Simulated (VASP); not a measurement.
A run of VASP 6.6.1:

File INCAR:

```
  PREC = Accurate
  ENCUT = 500
  EDIFF = 1E-6
  ISMEAR = -1
  SIGMA = 0.02
  LREAL = False
  LASPH = True
  NELM = 120
  ALGO = Normal
  ISIF = 2
  LWAVE = False
  LCHARG = False
  GGA = PE
  NBANDS = 26
  GGA_COMPAT = False
```

The input KPOINTS:

```
Automatic mesh
0
Gamma
  6 6 4
```

File POSCAR:

```
SiGe
1.0
    3.6862437509      0.0000000000      0.0000000000
   -1.8431218755      3.1923807328      0.0000000000
    0.0000000000      0.0000000000      6.1306785931
Ge Si
2 2
Direct
    0.0000000000      0.0000000000      0.0000000000
    0.0000000000      0.0000000000      0.5000000000
    0.3333333333      0.6666666667      0.2500000000
    0.6666666667      0.3333333333      0.7500000000
```

Potentials or basis: VASP PAW PBE potentials, release 64 (Ge_d, Si).

Run with:

```console
$ cat potpaw_PBE.64/Ge_d/POTCAR potpaw_PBE.64/Si/POTCAR > POTCAR
$ mpirun -np 1 vasp_std > vasp.out
```

Hardware: 1 thread of Intel(R) Xeon(R) Platinum 8488C (Sapphire Rapids) (shared host).

**Question.** How long does it take, and how much memory?

**Answer.** Run time: 19 s on 1 thread of Intel(R) Xeon(R) Platinum 8488C (Sapphire Rapids) (shared host), peak memory 0.19 GiB. Counts: scf iterations 11, k points 21.
